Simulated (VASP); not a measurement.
AlH7:

```xyz
8
Lattice="4.4396 0.0000 0.0000 0.0000 4.4396 0.0000 0.0000 0.0000 4.3462" Properties=species:S:1:pos:R:3 pbc="T T T"
Al    2.2198    2.2198    1.7036
H     1.1913    2.2198    2.9943
H     3.2483    2.2198    2.9943
H     2.2198    1.1913    2.9943
H     2.2198    3.2483    2.9943
H     2.2198    0.0000    4.2479
H     0.0000    2.2198    4.2479
H     2.2198    2.2198    3.0949
```

The cell was generated, and may not be a known phase.

* Program: VASP 6.6.1
* Task: relaxation of cell and atoms
* Functional: PBE
* Potentials or basis: VASP PAW PBE potentials, release 64 (Al, H)
* Cutoff: 600 eV
* k mesh: 4 × 4 × 4
* Occupations: gaussian, width 0.2 eV
* Spin: no spin polarisation

At the start: pressure 4.6 GPa; volume 10.71 Å³/atom.

Q: Where does the relaxation end?

A: Over 20 steps the energy falls by 429.8 meV/atom and the volume is 7.84 Å³/atom (-26.8 %); space group P4mm (No. 99, to 0.1 Å) before and after.

The path:
| step | energy change (eV) | largest force (eV/Å) | pressure (GPa) | volume (Å³) |
| --- | --- | --- | --- | --- |
| 1 | 0.0000 | 8.1228 | 4.65 | 85.66 |
| 2 | -1.5016 | 0.7286 | -7.34 | 89.56 |
| 3 | -1.5264 | 0.7853 | -5.82 | 88.44 |
| 4 | -1.5345 | 0.6666 | -6.49 | 88.87 |
| 5 | -1.9116 | 0.6687 | -6.71 | 83.68 |
| 6 | -2.9299 | 0.6458 | -4.84 | 69.21 |
| 7 | -1.2368 | 2.1068 | 36.21 | 44.80 |
| 8 | -3.0966 | 0.6761 | -1.97 | 64.09 |
| 9 | -3.1787 | 0.6480 | 6.00 | 56.10 |
| 10 | -3.2098 | 0.6529 | 2.95 | 58.49 |
| 11 | -3.2814 | 1.2224 | 3.49 | 57.79 |
| 12 | -3.3073 | 0.6185 | 2.91 | 58.03 |
| 13 | -3.3769 | 0.1834 | 1.30 | 59.97 |
| 14 | -3.3840 | 0.3346 | 0.83 | 60.89 |
| 15 | -3.4008 | 0.2678 | -0.25 | 61.92 |
| 16 | -3.4041 | 0.4144 | -0.98 | 62.67 |
| 17 | -3.4151 | 0.3228 | -1.08 | 62.87 |
| 18 | -3.4298 | 0.1189 | -1.22 | 63.32 |
| 19 | -3.4308 | 0.1246 | -1.23 | 63.48 |
| 20 | -3.4383 | 0.0777 | -0.36 | 62.71 |

Final structure:
```
Al H
1.0
     4.08104    0.00000    0.00000
     0.00000    4.08104    0.00000
     0.00000    0.00000    3.76499
Al H
1 7
Direct
  0.50000 0.50000 0.31258
  0.16996 0.50000 0.71215
  0.83004 0.50000 0.71215
  0.50000 0.16996 0.71215
  0.50000 0.83004 0.71215
  0.50000 0.00000 0.93101
  0.00000 0.50000 0.93101
  0.50000 0.50000 0.79137
```

Caveat: the k points lie up to 0.42 Å⁻¹ apart in the final cell, too coarse for converged energies and pressures of a metal; the volume moved by over 15 % at a fixed basis, so the end points are rough; the relaxation stopped at a loose force limit of 0.08 eV/Å, so its end isn't a converged minimum.
